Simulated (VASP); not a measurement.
# CaNi4P3 (P4/mmm) in VASP: notebook, part 2 of 2

VASP 6.6.1. Earlier steps stand in the parts before.

**3. Single point, PBE**

INCAR

```
PREC     = Accurate       # precision mode
ENCUT    = 520            # plane-wave cutoff, eV
EDIFF    = 1E-7           # SCF threshold, eV
ISMEAR   = -1             # smearing method
SIGMA    = 0.1            # smearing width, eV
LREAL    = False          # projectors in reciprocal space
LASPH    = True           # aspherical terms in the spheres
NELM     = 60             # most SCF steps
ALGO     = Normal         # electronic algorithm
ISIF     = 2              # what is computed and relaxed
LWAVE    = False          # write WAVECAR
LCHARG   = False          # write CHGCAR
GGA      = PE             # functional
NBANDS   = 42             # bands
```

KPOINTS

```
Automatic mesh
0
Gamma
  5 5 3
```

POSCAR

```
CaNi4P3
1.0
    3.9322370000      0.0000000000      0.0000000000
    0.0000000000      3.9322370000      0.0000000000
    0.0000000000      0.0000000000      7.2092150000
Ca Ni P
1 4 3
Direct
    0.0000000000      0.0000000000      0.5000000000
    0.5000000000      0.0000000000      0.1741100000
    0.0000000000      0.5000000000      0.1741100000
    0.5000000000      0.0000000000      0.8258900000
    0.0000000000      0.5000000000      0.8258900000
    0.0000000000      0.0000000000      0.0000000000
    0.5000000000      0.5000000000      0.3508000000
    0.5000000000      0.5000000000      0.6492000000
```

Potentials or basis: VASP PAW PBE potentials, release 64 (Ca_sv, Ni, P).

Command:

```sh
$ cat potpaw_PBE.64/Ca_sv/POTCAR potpaw_PBE.64/Ni/POTCAR potpaw_PBE.64/P/POTCAR > POTCAR
$ mpirun -np 1 vasp_std > vasp.out
```

OUTCAR:

```text
PREC = Accurate
   ENCUT = 520
   EDIFF = 1E-7
   ISMEAR = -1
   LREAL = False
   LASPH = True
   NELM = 60
   ISIF = 2
   GGA = PE

 ion  position               nearest neighbor table
   1  0.000  0.000  0.500-   7 2.98   8 2.98   7 2.98   8 2.98   7 2.98   8 2.98   7 2.98   8 2.98
                             4 3.06   5 3.06   2 3.06   4 3.06   2 3.06   3 3.06   3 3.06   5 3.06
   2  0.500  0.000  0.174-   6 2.33   6 2.33   7 2.34   7 2.34   4 2.51   3 2.78   3 2.78   3 2.78
                             3 2.78   1 3.06   1 3.06
   3  0.000  0.500  0.174-   6 2.33   6 2.33   7 2.34   7 2.34   5 2.51   2 2.78   2 2.78   2 2.78
                             2 2.78   1 3.06   1 3.06
   4  0.500  0.000  0.826-   6 2.33   6 2.33   8 2.34   8 2.34   2 2.51   5 2.78   5 2.78   5 2.78
                             5 2.78   1 3.06   1 3.06
   5  0.000  0.500  0.826-   6 2.33   6 2.33   8 2.34   8 2.34   3 2.51   4 2.78   4 2.78   4 2.78
                             4 2.78   1 3.06   1 3.06
   6  0.000  0.000  0.000-   2 2.33   3 2.33   4 2.33   5 2.33   3 2.33   5 2.33   2 2.33   4 2.33

   7  0.500  0.500  0.351-   8 2.15   3 2.34   2 2.34   2 2.34   3 2.34   1 2.98   1 2.98   1 2.98
                             1 2.98
   8  0.500  0.500  0.649-   7 2.15   5 2.34   4 2.34   4 2.34   5 2.34   1 2.98   1 2.98   1 2.98
                             1 2.98

  LATTYP: Found a simple tetragonal cell.
 ALAT       =     3.9322370000
 C/A-ratio  =     1.8333622821

  Lattice vectors:

 A1 = (   3.9322370000,   0.0000000000,   0.0000000000)
 A2 = (   0.0000000000,   3.9322370000,   0.0000000000)
 A3 = (   0.0000000000,   0.0000000000,   7.2092150000)

Analysis of symmetry for initial positions (statically):
=====================================================================
 Subroutine PRICEL returns:
 Original cell was already a primitive cell.

 Routine SETGRP: Setting up the symmetry group for a
 simple tetragonal supercell.

 Subroutine GETGRP returns: Found 16 space group operations
 (whereof 16 operations were pure point group operations)
 out of a pool of 16 trial point group operations.

The static configuration has the point symmetry D_4h.
[... 137 lines left out ...]
   GGA     = PE    functional components
   LHFCALC =     F    Hartree Fock is set to
   AEXX    =    0.0000 exact exchange contribution
   IVDW    =     0    specifies the selected vdW correction
   LEPSILON=     F    determine dielectric tensor
   LRPA    =     F    only Hartree local field effects (RPA)
 non-spin polarized calculation
  energy-cutoff  :      520.00
  volume of cell :      111.47
 maximum number of plane-waves:      3043
 NGX is ok and might be reduce to    30
   NGX = 15   NGY = 15   NGZ = 27

 number of electron      64.9999975 magnetization

 Free energy of the ion-electron system (eV)
  ---------------------------------------------------
  ext. energy  EPLUGINS =         0.00000000
  ---------------------------------------------------
  free energy    TOTEN  =       -45.56472801 eV

  energy without entropy =      -45.39638665  energy(sigma->0) =      -45.48055733

 E-fermi :   8.3390     XC(G=0): -11.6389

 val. band max:        8.3069690916   @ k =   0.4000   0.2000   0.0000
 cond. band min:       8.4434403731   @ k =   0.4000   0.0000   0.0000
 fundamental gap:      0.1364712815
 Fermi energy:         8.3390042252

 k-point     1 :       0.0000    0.0000    0.0000
  band No.  band energies     occupation
      1     -32.0115      2.00000
      2     -13.1089      2.00000
      3     -13.0936      2.00000
      4     -13.0936      2.00000
      5      -5.3525      2.00000
      6      -3.7107      2.00000
[... 529 lines left out ...]
     41      13.5159      0.00000
     42      13.5731      0.00000

------------------------ aborting loop because EDIFF is reached ----------------------------------------

  FORCE on cell =-STRESS in cart. coord.  units (eV):
  Direction    XX          YY          ZZ          XY          YZ          ZX
  --------------------------------------------------------------------------------------
  -------------------------------------------------------------------------------------
  Total       -4.7335731     -4.7335731      0.1625449      0.0000000      0.0000000     -0.0000000
  in kB      -68.0349888    -68.0349888      2.3362347      0.0000000      0.0000000     -0.0000000
  external PRESSURE =     -44.5779143 kB  Pullay stress =       0.0000000 kB

 VOLUME and BASIS-vectors are now :
 -----------------------------------------------------------------------------
  energy-cutoff  :      520.00
  volume of cell :      111.47
      direct lattice vectors                 reciprocal lattice vectors
     3.932237000  0.000000000  0.000000000     0.254308171  0.000000000  0.000000000
     0.000000000  3.932237000  0.000000000     0.000000000  0.254308171  0.000000000
     0.000000000  0.000000000  7.209215000     0.000000000  0.000000000  0.138711358

 POSITION                                       TOTAL-FORCE (eV/Angst)
 -----------------------------------------------------------------------------------
      0.00000      0.00000      3.60461        -0.000000      0.000000      0.000000
      1.96612      0.00000      1.25520        -0.000000     -0.000000      0.390849
      0.00000      1.96612      1.25520         0.000000     -0.000000      0.390849
      1.96612      0.00000      5.95402         0.000000      0.000000     -0.390849
      0.00000      1.96612      5.95402        -0.000000      0.000000     -0.390849
      0.00000      0.00000      0.00000        -0.000000      0.000000      0.000000
      1.96612      1.96612      2.52899         0.000000      0.000000     -1.711050
      1.96612      1.96612      4.68022        -0.000000      0.000000      1.711050
 -----------------------------------------------------------------------------------
    total drift:                                0.000000      0.000000      0.000000

  FREE ENERGIE OF THE ION-ELECTRON SYSTEM (eV)
  ---------------------------------------------------
  free  energy   TOTEN  =       -45.5647280144 eV

  energy  without entropy=      -45.3963866514  energy(sigma->0) =      -45.48055733
```

OSZICAR:

```text
N       E                     dE             d eps       ncg     rms          rms(c)
DAV:   1     0.526038346311E+03    0.52604E+03   -0.28398E+04  1008   0.178E+03
DAV:   2     0.150455355349E+00   -0.52589E+03   -0.50535E+03  1008   0.422E+02
DAV:   3    -0.484133753565E+02   -0.48564E+02   -0.45918E+02  1306   0.141E+02
DAV:   4    -0.516486696522E+02   -0.32353E+01   -0.31940E+01  1640   0.290E+01
DAV:   5    -0.517793963673E+02   -0.13073E+00   -0.13048E+00  1672   0.497E+00    0.262E+01
DAV:   6    -0.631426366709E+02   -0.11363E+02   -0.16092E+02  1334   0.148E+02    0.408E+01
DAV:   7    -0.455886672202E+02    0.17554E+02   -0.45696E+01  1258   0.936E+01    0.101E+01
DAV:   8    -0.456542615384E+02   -0.65594E-01   -0.12929E+01  1568   0.262E+01    0.410E+00
DAV:   9    -0.455747433649E+02    0.79518E-01   -0.99608E-01  1560   0.814E+00    0.111E+00
DAV:  10    -0.455674521952E+02    0.72912E-02   -0.61383E-02  1368   0.126E+00    0.610E-01
DAV:  11    -0.455649270788E+02    0.25251E-02   -0.12378E-02  1486   0.610E-01    0.208E-01
DAV:  12    -0.455647195847E+02    0.20749E-03   -0.19326E-03  1598   0.303E-01    0.654E-02
DAV:  13    -0.455647248773E+02   -0.52925E-05   -0.18213E-04  1256   0.744E-02    0.279E-02
DAV:  14    -0.455647270500E+02   -0.21727E-05   -0.33487E-05  1388   0.252E-02    0.150E-02
DAV:  15    -0.455647274175E+02   -0.36752E-06   -0.30351E-06  1296   0.117E-02    0.749E-03
DAV:  16    -0.455647279772E+02   -0.55970E-06   -0.99476E-07  1446   0.582E-03    0.177E-03
DAV:  17    -0.455647280144E+02   -0.37210E-07   -0.91824E-08   808   0.202E-03
   1 F= -.45564728E+02 E0= -.45480557E+02  d E =-.168341E+00
```

Run time: 44 s. Hardware: 1 thread of Intel Xeon 6975P-C (Granite Rapids), shared host; peak memory 0.23 GiB.

Results:

- Free energy: -45.5647 eV
- Pressure: -4.5 GPa
- Largest force: 1.711 eV/Å

Forces in eV/Å, atoms in the order of the input:
```
Ca   0.000  0.000  0.000
Ni   0.000  0.000  0.391
Ni   0.000  0.000  0.391
Ni   0.000  0.000 -0.391
Ni   0.000  0.000 -0.391
P    0.000  0.000  0.000
P    0.000  0.000 -1.711
P    0.000  0.000  1.711
```

Levels at points of the mesh, in eV from the Fermi level:
```
           k point  band 28  band 29  band 30  band 31  band 32  band 33  band 34  band 35  band 36  band 37
(0.00, 0.00, 0.00)    -1.04    -0.78    -0.74     0.38     0.38     0.54     0.78     0.93     0.93     2.62
```

Caveat: forces of over 1 eV/Å act on the atoms, so gaps and moduli don't describe the material at rest.
